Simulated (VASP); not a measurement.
Input of a VASP 6.6.1 run:

POSCAR

```
BAs
1.0
    0.0000000000      2.3562190158      2.3562190158
    2.3562190158      0.0000000000      2.3562190158
    2.3562190158      2.3562190158      0.0000000000
As B
1 1
Direct
    0.7500000000      0.7500000000      0.7500000000
    0.0000000000      0.0000000000      0.0000000000
```

The input INCAR.step1:

```
SYSTEM = BAs
ALGO     = Normal         ! electronic algorithm
EDIFF    = 1E-5           ! SCF threshold, eV
ENCUT    = 520            ! plane-wave cutoff, eV
GGA      = PE             ! functional
ISIF     = 2              ! what is computed and relaxed
ISMEAR   = -1             ! smearing method
LASPH    = .True.         ! aspherical terms in the spheres
LCHARG   = .False.        ! write CHGCAR
LREAL    = .False.        ! projectors in reciprocal space
LWAVE    = .True.         ! write WAVECAR
NBANDS   = 11             ! bands
NELM     = 60             ! most SCF steps
PREC     = Accurate       ! precision mode
SIGMA    = 0.05           ! smearing width, eV
```

INCAR.step2

```
SYSTEM = BAs
AEXX     = 0.25           ! exact-exchange fraction
ALGO     = Normal         ! electronic algorithm
EDIFF    = 1E-6           ! SCF threshold, eV
ENCUT    = 520            ! plane-wave cutoff, eV
GGA      = PE             ! functional
ISIF     = 2              ! what is computed and relaxed
ISMEAR   = -1             ! smearing method
ISTART   = 1            
LASPH    = .True.         ! aspherical terms in the spheres
LCHARG   = .False.        ! write CHGCAR
LHFCALC  = .True.         ! exact exchange
LREAL    = .False.        ! projectors in reciprocal space
LWAVE    = .False.        ! write WAVECAR
NBANDS   = 11             ! bands
NELM     = 60             ! most SCF steps
PREC     = Accurate       ! precision mode
PRECFOCK = Normal       
SIGMA    = 0.05           ! smearing width, eV
```

KPOINTS

```
k-points
0
Gamma
  5 5 5
  0 0 0
```

Potentials or basis: VASP PAW PBE potentials, release 64 (As, B).

Command:

```console
$ cat potpaw_PBE.64/As/POTCAR potpaw_PBE.64/B/POTCAR > POTCAR
$ cp INCAR.step1 INCAR
$ mpirun -np 1 vasp_std > vasp.out
$ cp INCAR.step2 INCAR
$ mpirun -np 1 vasp_std > vasp.out
```

Problem. Predict the pressure.

Solution. 5.9 GPa.

Problem. Estimate the band gap on the k mesh.

Solution. 2.54 eV (least direct gap 4.91 eV).

Caveat: the k points lie up to 0.46 Å⁻¹ apart; the PAW data sets were made with another functional, which shifts forces and pressure a little; an odd mesh through Γ misses points on the zone boundary, where band edges can lie.
